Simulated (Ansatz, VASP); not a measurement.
# Two plane-wave programs on Ga2AsP

```xyz
4
Lattice="3.9648 0.0000 0.0000 0.0000 4.0354 0.0000 0.0000 0.0000 29.8729" Properties=species:S:1:pos:R:3 pbc="T T T"
Ga    0.0000    2.0177    8.5981
Ga    1.9824    0.0000    8.5441
P     0.0000    0.0000   10.0561
As    1.9824    2.0177    6.9457
```

Alike in both runs: functional PBE; k mesh 10 × 10 × 1; occupations gaussian, width 0.01 eV; no spin polarisation.

Ansatz relaxed the structure, and its values are those at the end. VASP's run is a single point on that final structure, the one shown.

|  | VASP | Ansatz |
| --- | --- | --- |
| version | VASP 6.6.1 | Ansatz 0.2.0 |
| potentials or method | VASP PAW PBE potentials, release 64 (Ga_d, P, As), cutoff 520 eV | scalar-relativistic, plane waves, PAW |
| valence electrons in the cell | 36 | 46 |

|  | VASP | Ansatz | Ansatz less VASP |
| --- | --- | --- | --- |
| gap on the k mesh at the Fermi level (eV) | none | none | - |
| rms of the force components (eV/Å) | 0.017 | 0.001 | -0.0163 |

A gap of «none» marks a metal or a gap that the smearing closes. With one functional, cell and mesh, what is left measures potentials, basis and numerics. VASP's potentials hold 36 valence electrons a cell and Ansatz's 46, so a difference there can come from the potentials and not from the codes. Ansatz's warnings: slab cell height set, xc potential rough in thin density.
